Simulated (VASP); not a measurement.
# NaHF2 (R-3m) in VASP: single point with r2SCAN

Aim: the single point of NaHF2 with r2SCAN.

All numbers are computed with VASP 6.6.1; they aren't measurements. Logs are shortened: lines on timing, memory, paths and dates and some standing lists are left out, and cuts for length are marked.

**1. The cell of the first run**

Symmetry: R-3m, No. 166, trigonal system. The conventional cell has a = 3.526 Å, b = 3.526 Å, c = 13.955 Å, α = 90.00°, β = 90.00°, γ = 120.00°. H (site symmetry -3m) has 2 F at 1.15 Å within 1.5 Å. F (site symmetry 3m) has 1 H at 1.15 Å within 1.5 Å. Na (site symmetry -3m) has 6 F at 2.35 Å and 6 H at 3.09 Å within 3.1 Å.

**2. Single point, r2SCAN**

POSCAR reads:

```
NaHF2
1.0
    1.7628357200      1.0177763000      4.6515013400
   -1.7628357200      1.0177763000      4.6515013400
    0.0000000000     -2.0355424400      4.6515013400
H F Na
1 2 1
Direct
    0.5000000000      0.5000000000      0.5000000000
    0.4176000000      0.4176000000      0.4176000000
    0.5824000000      0.5824000000      0.5824000000
    0.0000000000      0.0000000000      0.0000000000
```

INCAR.step1 reads:

```
  ALGO = Normal
  EDIFF = 1E-4
  ENCUT = 520
  GGA = PE
  ISMEAR = -1
  LASPH = True
  LCHARG = False
  LREAL = False
  LWAVE = True
  NBANDS = 19
  NELM = 80
  PREC = Accurate
  SIGMA = 0.1
```

INCAR.step2 reads:

```
  ALGO = Normal
  EDIFF = 1E-6
  ENCUT = 520
  ISIF = 2
  ISMEAR = -1
  ISTART = 1
  LASPH = True
  LCHARG = False
  LMIXTAU = True
  LREAL = False
  LWAVE = False
  METAGGA = R2SCAN
  NBANDS = 19
  NELM = 80
  PREC = Accurate
  SIGMA = 0.1
```

KPOINTS reads:

```
k-points
0
Gamma
  9 9 9
```

Potentials or basis: VASP PAW PBE potentials, release 64 (H, F, Na_pv).

Launch:

```bash
> cat potpaw_PBE.64/H/POTCAR potpaw_PBE.64/F/POTCAR potpaw_PBE.64/Na_pv/POTCAR > POTCAR
> cp INCAR.step1 INCAR
> mpirun -np 1 vasp_std > vasp.out
> cp INCAR.step2 INCAR
> mpirun -np 1 vasp_std > vasp.out
```

OUTCAR:

```text
EDIFF = 1E-6
   ENCUT = 520
   ISIF = 2
   ISMEAR = -1
   ISTART = 1
   LASPH = True
   LREAL = False
   METAGGA = R2SCAN
   NELM = 80
   PREC = Accurate

 ion  position               nearest neighbor table
   1  0.500  0.500  0.500-   2 1.15   3 1.15
   2  0.418  0.418  0.418-   1 1.15
   3  0.582  0.582  0.582-   1 1.15
   4  0.000  0.000  0.000-

  LATTYP: Found a trigonal (rhomboedric) cell.
 ALAT       =     5.0773933360
 COS(alpha) =     0.7589139607

  Lattice vectors:

 A1 = (   1.7628357200,   1.0177763000,   4.6515013400)
 A2 = (  -1.7628357200,   1.0177763000,   4.6515013400)
 A3 = (   0.0000000000,  -2.0355424400,   4.6515013400)

Analysis of symmetry for initial positions (statically):
=====================================================================
 Subroutine PRICEL returns:
 Original cell was already a primitive cell.

 Routine SETGRP: Setting up the symmetry group for a
 trigonal (rhombohedral) supercell.

 Subroutine GETGRP returns: Found 12 space group operations
 (whereof 12 operations were pure point group operations)
 out of a pool of 12 trial point group operations.

The static configuration has the point symmetry D_3d.

Analysis of symmetry for dynamics (positions and initial velocities):
=====================================================================
 Subroutine PRICEL returns:
 Original cell was already a primitive cell.

 Routine SETGRP: Setting up the symmetry group for a
 trigonal (rhombohedral) supercell.

 Subroutine GETGRP returns: Found 12 space group operations
 (whereof 12 operations were pure point group operations)
 out of a pool of 12 trial point group operations.

The dynamic configuration has the point symmetry D_3d.

 Subroutine INISYM returns: Found 12 space group operations
 (whereof 12 operations are pure point group operations),
 and found     1 'primitive' translations

----------------------------------------------------------------------------------------

                                     Primitive cell

  volume of cell :      50.0734

  direct lattice vectors                    reciprocal lattice vectors
     1.762835720  1.017776300  4.651501340     0.283633917  0.163756241  0.071661331
    -1.762835720  1.017776300  4.651501340    -0.283633917  0.163756241  0.071661331
     0.000000000 -2.035542440  4.651501340     0.000000000 -0.327512482  0.071661689

  length of vectors
     5.077393336  5.077393336  5.077390840     0.335260573  0.335260573  0.335260829

  position of ions in fractional coordinates (direct lattice)
     0.500000000  0.500000000  0.500000000
     0.417600000  0.417600000  0.417600000
     0.582400000  0.582400000  0.582400000
     0.000000000  0.000000000  0.000000000

  ion indices of the primitive-cell ions
   primitive index   ion index
                 1           1
                 2           2
                 3           3
                 4           4

----------------------------------------------------------------------------------------

 KPOINTS: k-points

Automatic generation of k-mesh.
 Grid dimensions read from file:
 generate k-points for:    9    9    9

 Generating k-lattice:

  Cartesian coordinates                     Fractional coordinates (reciprocal lattice)
     0.031514880  0.018195138  0.007962370     0.111111111  0.000000000 -0.000000000
    -0.031514880  0.018195138  0.007962370     0.000000000  0.111111111 -0.000000000
     0.000000000 -0.036390276  0.007962410    -0.000000000 -0.000000000  0.111111111

  Length of vectors
     0.037251175  0.037251175  0.037251203

  Shift w.r.t. Gamma in fractional coordinates (k-lattice)
     0.000000000  0.000000000  0.000000000

 Subroutine IBZKPT returns following result:
 ===========================================

 Found     85 irreducible k-points:

 Following reciprocal coordinates:
            Coordinates               Weight
  0.000000  0.000000  0.000000      1.000000
  0.111111 -0.000000 -0.000000      6.000000
  0.222222 -0.000000 -0.000000      6.000000
  0.333333  0.000000  0.000000      6.000000
  0.444444 -0.000000 -0.000000      6.000000
  0.111111  0.111111 -0.000000      6.000000
[... 16 lines left out ...]
 -0.333333  0.333333  0.000000      6.000000
  0.444444  0.444444 -0.000000      6.000000
 [... further k-points ...]
   k-points           NKPTS =     85   k-points in BZ     NKDIM =     85   number of bands    NBANDS=     19
   number of dos      NEDOS =    301   number of ions     NIONS =      4
   total plane-waves  NPLWV =  64000
   dimension x,y,z NGX =    40 NGY =   40 NGZ =   40
   dimension x,y,z NGXF=    80 NGYF=   80 NGZF=   80
   ions per type =               1   2   1
   NGX,Y,Z   is equivalent  to a cutoff of  13.10, 13.10, 13.10 a.u.
   NGXF,Y,Z  is equivalent  to a cutoff of  26.19, 26.19, 26.19 a.u.
 SYSTEM =  unknown system
   PREC   = accura    normal or accurate (medium, high low for compatibility)
   ISTART =      1    job   : 0-new  1-cont  2-samecut
   ICHARG =      0    charge: 1-file 2-atom 10-const
   ISPIN  =      1    spin polarized calculation?
   LNONCOLLINEAR =      F non collinear calculations
   LSORBIT =      F    spin-orbit coupling
   LASPH  =      T    aspherical Exc in radial PAW
   ENCUT  =  520.0 eV  38.22 Ry    6.18 a.u.   9.44  9.44  9.44*2*pi/ulx,y,z
   NELM   =     80;   NELMIN=  2; NELMDL=  0     # of ELM steps
   EDIFF  = 0.1E-05   stopping-criterion for ELM
   LREAL  =      F    real-space projection
   EDIFFG = 0.1E-04   stopping-criterion for IOM
   NSW    =      0    number of steps for IOM
   IBRION =     -1    ionic relax: 0-MD 1-quasi-New 2-CG
   NFREE  =      0    steps in history (QN), initial steepest desc. (CG)
   ISIF   =      2    stress and relaxation
   ISYM   =      2    0-nonsym 1-usesym 2-fastsym
   POTIM  = 0.5000    time-step for ionic-motion
   TEBEG  =    0.0;   TEEND  =   0.0 temperature during run
   PSTRESS=    0.0 pullay stress
   NELECT =      22.0000    total number of electrons
   NUPDOWN=      -1.0000    fix difference up-down
   EMIN   =  10.00;   EMAX   =-10.00  energy-range for DOS
   EFERMI =   0.00;   METHOD = LEGACY
   ISMEAR =    -1;   SIGMA  =   0.10  broadening in eV -4-tet -1-fermi 0-gaus
   EFERMI_NEDOS =   21; number of points for ismear=-14 and -15
   IALGO  =     38    algorithm
   IMIX   =      4    mixing-type and parameters
     AMIX     =   0.40;   BMIX     =  1.00
     AMIX_MAG =   1.60;   BMIX_MAG =  1.00
  volume/ion in A,a.u.               =      12.52        84.48
  Fermi-wavevector in a.u.,A,eV,Ry     =   1.244553  2.351864 21.074225  1.548912
  Thomas-Fermi vector in A             =   2.378814
   LORBIT       =      0    0 simple, 1 ext, 2 COOP (PROOUT), +10 PAW based schemes
   METAGGA = R2SCAN    functional components
   LHFCALC =     F    Hartree Fock is set to
   AEXX    =    0.0000 exact exchange contribution
   IVDW    =     0    specifies the selected vdW correction
   LEPSILON=     F    determine dielectric tensor
   LRPA    =     F    only Hartree local field effects (RPA)
 non-spin polarized calculation
  energy-cutoff  :      520.00
  volume of cell :       50.07
 maximum number of plane-waves:      1379
 NGX is ok and might be reduce to    40
   NGX = 19   NGY = 19   NGZ = 19

 number of electron      21.9999997 magnetization

 Free energy of the ion-electron system (eV)
  ---------------------------------------------------
  ext. energy  EPLUGINS =         0.00000000
  ---------------------------------------------------
  free energy    TOTEN  =       -22.74709313 eV

  energy without entropy =      -22.74709313  energy(sigma->0) =      -22.74709313

 E-fermi :  -2.4434     XC(G=0):  -8.3570

 val. band max:       -4.7120599543   @ k =   0.4444   0.4444   0.4444
 cond. band min:       2.8538174719   @ k =   0.0000   0.0000   0.0000
 fundamental gap:      7.5658774262
 Fermi energy:        -2.4434145722

 k-point     1 :       0.0000    0.0000    0.0000
  band No.  band energies     occupation
      1     -26.2356      2.00000
      2     -25.1420      2.00000
      3     -23.7990      2.00000
      4     -23.7990      2.00000
      5     -23.6858      2.00000
      6      -9.5647      2.00000
[... 11 lines left out ...]
     18      17.3627      0.00000
     19      17.3628      0.00000

 k-point     2 :       0.1111   -0.0000   -0.0000
  band No.  band energies     occupation
      1     -26.2350      2.00000
      2     -25.1277      2.00000
      3     -23.8006      2.00000
      4     -23.7939      2.00000
      5     -23.7006      2.00000
      6      -9.5298      2.00000
[... 11 lines left out ...]
     18      16.3635      0.00000
     19      17.0542      0.00000

 k-point     3 :       0.2222   -0.0000   -0.0000
  band No.  band energies     occupation
      1     -26.2333      2.00000
      2     -25.0913      2.00000
      3     -23.8047      2.00000
      4     -23.7840      2.00000
      5     -23.7368      2.00000
      6      -9.4397      2.00000
[... 11 lines left out ...]
     18      15.2155      0.00000
     19      16.5678      0.00000

 k-point     4 :       0.3333    0.0000    0.0000
  band No.  band energies     occupation
      1     -26.2311      2.00000
      2     -25.0470      2.00000
      3     -23.8093      2.00000
      4     -23.8017      2.00000
      5     -23.7516      2.00000
      6      -9.3340      2.00000
[... 11 lines left out ...]
     18      15.3436      0.00000
     19      16.2261      0.00000

 k-point     5 :       0.4444   -0.0000   -0.0000
  band No.  band energies     occupation
      1     -26.2294      2.00000
      2     -25.0159      2.00000
      3     -23.8321      2.00000
      4     -23.8123      2.00000
      5     -23.7444      2.00000
      6      -9.2629      2.00000
[... 11 lines left out ...]
     18      15.3969      0.00000
     19      16.0722      0.00000

 k-point     6 :       0.1111    0.1111   -0.0000
  band No.  band energies     occupation
      1     -26.2323      2.00000
      2     -25.1303      2.00000
      3     -23.8006      2.00000
      4     -23.7942      2.00000
      5     -23.7015      2.00000
      6      -9.5126      2.00000
[... 11 lines left out ...]
     18      16.0232      0.00000
     19      17.4689      0.00000

 k-point     7 :       0.2222    0.1111    0.0000
  band No.  band energies     occupation
      1     -26.2270      2.00000
      2     -25.1122      2.00000
      3     -23.8052      2.00000
      4     -23.7847      2.00000
      5     -23.7250      2.00000
      6      -9.4375      2.00000
[... 11 lines left out ...]
     18      15.3020      0.00000
     19      16.5045      0.00000

 k-point     8 :       0.3333    0.1111   -0.0000
  band No.  band energies     occupation
      1     -26.2211      2.00000
      2     -25.0805      2.00000
      3     -23.8148      2.00000
      4     -23.7686      2.00000
      5     -23.7604      2.00000
      6      -9.3368      2.00000
[... 256 lines left out ...]
 k-point    20 :       0.3333    0.3333    0.0000
  band No.  band energies     occupation
      1     -26.1692      2.00000
      2     -25.1643      2.00000
      3     -23.8177      2.00000
      4     -23.8094      2.00000
      5     -23.6831      2.00000
      6      -9.2421      2.00000
[... 11 lines left out ...]
     18      15.2891      0.00000
     19      16.8060      0.00000

 k-point    21 :       0.4444    0.3333   -0.0000
  band No.  band energies     occupation
      1     -26.1502      2.00000
      2     -25.1795      2.00000
      3     -23.8304      2.00000
      4     -23.8042      2.00000
      5     -23.6740      2.00000
      6      -9.1873      2.00000
[... 11 lines left out ...]
     18      15.6583      0.00000
     19      16.2652      0.00000

 k-point    22 :      -0.4444    0.3333    0.0000
  band No.  band energies     occupation
      1     -26.1499      2.00000
      2     -25.1649      2.00000
      3     -23.8344      2.00000
      4     -23.7942      2.00000
      5     -23.6896      2.00000
      6      -9.1633      2.00000
[... 11 lines left out ...]
     18      15.8714      0.00000
     19      16.6493      0.00000

 k-point    23 :      -0.3333    0.3333    0.0000
  band No.  band energies     occupation
      1     -26.1691      2.00000
      2     -25.1241      2.00000
      3     -23.8340      2.00000
      4     -23.7810      2.00000
      5     -23.7214      2.00000
      6      -9.1826      2.00000
[... 11 lines left out ...]
     18      15.5637      0.00000
     19      16.3459      0.00000

 k-point    24 :       0.4444    0.4444   -0.0000
  band No.  band energies     occupation
      1     -26.1251      2.00000
      2     -25.2174      2.00000
      3     -23.8348      2.00000
      4     -23.8125      2.00000
      5     -23.6471      2.00000
      6      -9.1536      2.00000
[... 11 lines left out ...]
     18      15.8955      0.00000
     19      16.5426      0.00000

 [... further k-points ...]

------------------------ aborting loop because EDIFF is reached ----------------------------------------

  FORCE on cell =-STRESS in cart. coord.  units (eV):
  Direction    XX          YY          ZZ          XY          YZ          ZX
  --------------------------------------------------------------------------------------
  -------------------------------------------------------------------------------------
  Total       -0.7988437     -0.7988425     -1.2902654      0.0000000     -0.0000009      0.0000000
  in kB      -25.5602598    -25.5602214    -41.2840692      0.0000000     -0.0000301      0.0000000
  external PRESSURE =     -30.8015168 kB  Pullay stress =       0.0000000 kB

 VOLUME and BASIS-vectors are now :
 -----------------------------------------------------------------------------
  energy-cutoff  :      520.00
  volume of cell :       50.07
      direct lattice vectors                 reciprocal lattice vectors
     1.762835720  1.017776300  4.651501340     0.283633917  0.163756241  0.071661331
    -1.762835720  1.017776300  4.651501340    -0.283633917  0.163756241  0.071661331
     0.000000000 -2.035542440  4.651501340     0.000000000 -0.327512482  0.071661689

 POSITION                                       TOTAL-FORCE (eV/Angst)
 -----------------------------------------------------------------------------------
      0.00000      0.00001      6.97725         0.000000      0.000000     -0.000000
      0.00000      0.00000      5.82740         0.000000      0.000000      0.113066
      0.00000      0.00001      8.12710         0.000000     -0.000000     -0.113066
      0.00000      0.00000      0.00000         0.000000      0.000000     -0.000000
 -----------------------------------------------------------------------------------
    total drift:                               -0.000000      0.000000     -0.000000

  FREE ENERGIE OF THE ION-ELECTRON SYSTEM (eV)
  ---------------------------------------------------
  free  energy   TOTEN  =       -22.7470931328 eV

  energy  without entropy=      -22.7470931325  energy(sigma->0) =      -22.74709313
```

It took 7.2 min on 1 thread of Intel Xeon Platinum 8259CL at 2.50GHz (Skylake/Cascade Lake), shared host; peak memory 0.29 GiB.

Results:

```yaml
Free_energy: -22.7471 eV
Pressure: -3.1 GPa
Largest_force: 0.113 eV/Å
Band_gap_on_the_k_mesh: 7.57 eV (least direct gap 7.67 eV)
```

Forces in eV/Å, atoms in the order of the input:
```
H    0.000  0.000  0.000
F    0.000  0.000  0.113
F    0.000  0.000 -0.113
Na   0.000  0.000  0.000
```

Stress tensor (GPa, compression positive):
```
-2.56  0.00  0.00
 0.00 -2.56  0.00
 0.00  0.00 -4.13
```

Caveat: the cell stands under tension; the PAW data sets were made with another functional, which shifts forces and pressure a little; an odd mesh through Γ misses points on the zone boundary, where band edges can lie.
